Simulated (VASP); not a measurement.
Runs of VASP 6.6.1 on RbBr. Symmetry: Pm-3m, No. 221, cubic system. Conventional cell: a = 4.124 Å, b = 4.124 Å, c = 4.124 Å, α = 90.00°, β = 90.00°, γ = 90.00°. Within 4.7 Å of Rb (site symmetry m-3m) lie 8 Br at 3.57 Å and 6 Rb at 4.12 Å. Within 4.7 Å of Br (site symmetry m-3m) lie 8 Rb at 3.57 Å and 6 Br at 4.12 Å. 

```csv
level,smearing,grid for exact exchange (PRECFOCK),share of exact exchange,screening parameter,gap on the mesh (eV),pressure (GPa)
PBE-based screened hybrid with 5 % exact exchange,gaussian 0.01 eV,Normal,0.05,0.2078 1/Å,4.32,0.8
PBE-based screened hybrid with 50 % exact exchange,gaussian 0.01 eV,Normal,0.5,0.1 1/Å,(a),(c)
PBE,gaussian 0.01 eV,-,-,-,4.08,0.9
PBE,methfessel-paxton 0.5 eV,-,-,-,4.09,0.8
HSE06,gaussian 0.01 eV,Normal,0.25,0.2079 1/Å,(b),0.5
PBE-based screened hybrid with 75 % exact exchange,gaussian 0.01 eV,Normal,0.75,0.1 1/Å,8.83,-0.4
```

Alike in all rows: task single point; potentials or basis VASP PAW PBE potentials, release 64 (Rb_sv, Br); no spin polarisation; cell as given; k mesh 4 × 4 × 4; cutoff (eV) 520.

Question: Estimate the missing entries.

Answer: (a) 7.20; (b) 5.27; (c) 0.0.

Caveats: the PAW data sets were made with another functional, which shifts forces and pressure a little (at least some runs).

A k mesh can miss the band edges, and the runs leave out spin-orbit coupling on Br, Rb.
